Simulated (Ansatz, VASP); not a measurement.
# Li2ZnO2: VASP beside Ansatz

INCAR

```
ALGO     = Normal         # electronic algorithm
EDIFF    = 1E-7           # SCF threshold, eV
ENCUT    = 520            # plane-wave cutoff, eV
GGA      = PE             # functional
ISIF     = 2              # what is computed and relaxed
ISMEAR   = 0              # smearing method
LASPH    = T              # aspherical terms in the spheres
LCHARG   = F              # write CHGCAR
LREAL    = F              # projectors in reciprocal space
LWAVE    = F              # write WAVECAR
NBANDS   = 23             # bands
NELM     = 100            # most SCF steps
PREC     = Accurate       # precision mode
SIGMA    = 0.1            # smearing width, eV
```

The input KPOINTS:

```
k-points
0
Gamma
  6 6 4
```

The input POSCAR:

```
Li2ZnO2
1.0
    3.4138952200      0.0000000000      0.0000000000
    0.0000000000      3.4138952200      0.0000000000
    0.0000000000      0.0000000000      5.1252963400
Li Zn O
2 1 2
Direct
    0.0000000000      0.0000000000      0.0000000000
    0.5000000000      0.5000000000      0.0000000000
    0.5000000000      0.5000000000      0.5000000000
    0.5000000000      0.5000000000      0.2726623000
    0.5000000000      0.5000000000      0.7273377000
```

Input for Ansatz:

```yaml
crystal:
  lattice:
    - [3.41389522, 0.0, 0.0]
    - [0.0, 3.41389522, 0.0]
    - [0.0, 0.0, 5.12529634]
  atoms:
    - { symbol: Li, position: [0.0, 0.0, 0.0] }
    - { symbol: Li, position: [0.5, 0.5, 0.0] }
    - { symbol: Zn, position: [0.5, 0.5, 0.5] }
    - { symbol: O, position: [0.5, 0.5, 0.2726623] }
    - { symbol: O, position: [0.5, 0.5, 0.7273377] }
basis:
  ecutwfc: 420
kpoints:
  mp_grid: { grid: [6, 6, 4] }
hamiltonian:
  xc: pbe
scf:
  occupations: { method: gaussian, width: 0.1 }
  lower_state_search: "off"
output:
  forces: true
  stress: true
  eigenvalues: true
```

Alike in both runs: task single point; functional PBE; k mesh 6 × 6 × 4; occupations gaussian, width 0.1 eV; no spin polarisation.

|  | VASP | Ansatz |
| --- | --- | --- |
| version | VASP 6.6.1 | Ansatz 0.2.0 |
| potentials or method | VASP PAW PBE potentials, release 64 (Li_sv, Zn, O), cutoff 520 eV | scalar-relativistic, plane waves, PAW |
| valence electrons in the cell | 30 | 30 |

```csv
,VASP,Ansatz,Ansatz less VASP
gap on the k mesh at the Fermi level (eV),1.13,1.08,-0.049
least direct gap on the mesh (eV),1.22,1.17,-0.048
rms of the force components (eV/Å),32.365,29.486,-2.8784
```

Atom by atom the forces differ by 2.878 eV/Å (rms over components).

Noted on VASP's run: the cutoff is under 1.25 times that of the potentials, so the pressure is a little rough.
